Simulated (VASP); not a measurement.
Input of a VASP 6.6.1 run:

File POSCAR:

```
ZnSe
1.0
    0.0000000000      2.8147806350      2.8147806350
    2.8147806350      0.0000000000      2.8147806350
    2.8147806350      2.8147806350      0.0000000000
Se Zn
1 1
Direct
    0.7500000000      0.7500000000      0.7500000000
    0.0000000000      0.0000000000      0.0000000000
```

Contents of INCAR.step1:

```
  PREC = Accurate
  ENCUT = 520
  EDIFF = 1E-5
  ISMEAR = -1
  SIGMA = 0.05
  LREAL = False
  LASPH = True
  NELM = 100
  ALGO = Normal
  ISIF = 2
  LWAVE = True
  LCHARG = False
  GGA = PE
  NBANDS = 16
```

The input INCAR.step2:

```
  PREC = Accurate
  ENCUT = 520
  EDIFF = 1E-7
  ISMEAR = -1
  SIGMA = 0.05
  LREAL = False
  LASPH = True
  NELM = 100
  ALGO = Normal
  ISIF = 2
  LWAVE = False
  LCHARG = False
  GGA = PE
  LHFCALC = True
  HFSCREEN = 0.2079
  PRECFOCK = Normal
  ISTART = 1
  NBANDS = 16
```

File KPOINTS:

```
Automatic mesh
0
Gamma
  4 4 4
```

Potentials or basis: VASP PAW PBE potentials, release 64 (Se, Zn).

Run with:

```sh
$ cat potpaw_PBE.64/Se/POTCAR potpaw_PBE.64/Zn/POTCAR > POTCAR
$ cp INCAR.step1 INCAR
$ mpirun -np 1 vasp_std > vasp.out
$ cp INCAR.step2 INCAR
$ mpirun -np 1 vasp_std > vasp.out
```

Predict the band gap on the k mesh.

2.52 eV.

Estimate the pressure.

2.9 GPa.

Caveat: the k points lie up to 0.48 Å⁻¹ apart; the PAW data sets were made with another functional, which shifts forces and pressure a little.
